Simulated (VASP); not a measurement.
**Hf3SnS8: relaxation of cell and atoms with PBE**

Crystal: Hf3SnS8.

```
Hf Sn S
1.0
     3.66792    0.00000    0.00000
    -1.83396    3.17651    0.00000
     0.00000    0.00000   26.50490
Hf Sn S
3 1 8
Direct
  0.00000 0.00000 0.25120
  0.00000 0.00000 0.50000
  0.00000 0.00000 0.74880
  0.00000 0.00000 0.00000
  0.33333 0.66667 0.05620
  0.33333 0.66667 0.30546
  0.33333 0.66667 0.55426
  0.33333 0.66667 0.80306
  0.66667 0.33333 0.19694
  0.66667 0.33333 0.44574
  0.66667 0.33333 0.69454
  0.66667 0.33333 0.94380
```

```yaml
Program: VASP 6.6.1
Task: relaxation of cell and atoms
Functional: PBE
Potentials_or_basis: VASP PAW PBE potentials, release 64 (Hf_pv, Sn_d, S)
Cutoff: 600 eV
k_mesh: 12 × 12 × 1
Occupations: gaussian, width 0.02 eV
Spin: no spin polarisation
Dipole_correction: no
Further_INCAR_settings: ALGO = Normal; EDIFF = 1e-06; IBRION = 2; EDIFFG = -0.01; NSW = 100; ISIF = 3
```

```json
{
  "Relaxed volume": "25.62 Å³/atom",
  "Relaxed cell": "a = 3.657 Å, b = 3.657 Å, c = 26.538 Å, α = 90.00°, β = 90.00°, γ = 120.00°",
  "Space group after relaxing (to 0.1 Å)": "P-3m1 (No. 164)",
  "Energy gained by relaxing": "0.3 meV/atom",
  "Ionic steps": "8",
  "Pressure after relaxing": "0.0 GPa",
  "Largest force after relaxing": "0.010 eV/Å",
  "Band gap on the k mesh": "1.20 eV (least direct gap 1.78 eV)"
}
```

Forces on the atoms (eV/Å):
```
Hf   0.000  0.000  0.000
Hf   0.000  0.000  0.000
Hf   0.000  0.000  0.000
Sn   0.000  0.000  0.000
S    0.000  0.000 -0.009
S    0.000  0.000 -0.009
S    0.000  0.000 -0.009
S    0.000  0.000 -0.010
S    0.000  0.000  0.010
S    0.000  0.000  0.009
S    0.000  0.000  0.009
S    0.000  0.000  0.009
```

Step by step:
| step | energy change (eV) | largest force (eV/Å) | pressure (GPa) | volume (Å³) |
| --- | --- | --- | --- | --- |
| 1 | 0.0000 | 0.0608 | -0.41 | 308.81 |
| 2 | 0.0000 | 0.0769 | 0.50 | 305.87 |
| 3 | -0.0025 | 0.0341 | 0.04 | 307.33 |
| 4 | -0.0030 | 0.0052 | 0.03 | 307.38 |
| 5 | -0.0030 | 0.0247 | 0.01 | 307.43 |
| 6 | -0.0031 | 0.0154 | 0.02 | 307.41 |
| 7 | -0.0031 | 0.0128 | 0.02 | 307.41 |
| 8 | -0.0031 | 0.0098 | 0.02 | 307.40 |

Final structure:
```cif
data_structure
_symmetry_space_group_name_H-M 'P 1'
_symmetry_Int_Tables_number 1
_cell_length_a 3.6573
_cell_length_b 3.6573
_cell_length_c 26.5378
_cell_angle_alpha 90.000
_cell_angle_beta 90.000
_cell_angle_gamma 120.000
_cell_volume 307.40
loop_
_atom_site_label
_atom_site_type_symbol
_atom_site_fract_x
_atom_site_fract_y
_atom_site_fract_z
_atom_site_occupancy
Hf1 Hf 0.00000 0.00000 0.25120 1
Hf2 Hf 0.00000 0.00000 0.50000 1
Hf3 Hf 0.00000 0.00000 0.74880 1
Sn1 Sn 0.00000 0.00000 0.00000 1
S1 S 0.33333 0.66667 0.05627 1
S2 S 0.33333 0.66667 0.30541 1
S3 S 0.33333 0.66667 0.55421 1
S4 S 0.33333 0.66667 0.80301 1
S5 S 0.66667 0.33333 0.19699 1
S6 S 0.66667 0.33333 0.44579 1
S7 S 0.66667 0.33333 0.69459 1
S8 S 0.66667 0.33333 0.94373 1
```

Levels at points of the mesh, in eV from the valence-band top:
| k point | band 44 | band 45 | band 46 | band 47 | band 48 | band 49 |
| --- | --- | --- | --- | --- | --- | --- |
| (0.00, 0.00, 0.00) | -0.01 | 0.00 | 0.00 | 2.08 | 2.08 | 2.09 |
| (0.50, 0.00, 0.00) | -1.03 | -0.85 | -0.58 | 1.20 | 1.33 | 1.35 |

It took 48 min on 1 thread of Oxide Virtual Turin-like Processor, with other jobs on the host, peak memory 0.68 GiB.

Caveat: spin-orbit coupling is left out, which moves the levels of the heavy elements; an odd mesh through Γ misses points on the zone boundary, where band edges can lie; this functional lacks dispersion, which binds the layers, so the pressure and a relaxed spacing across them are unreliable.
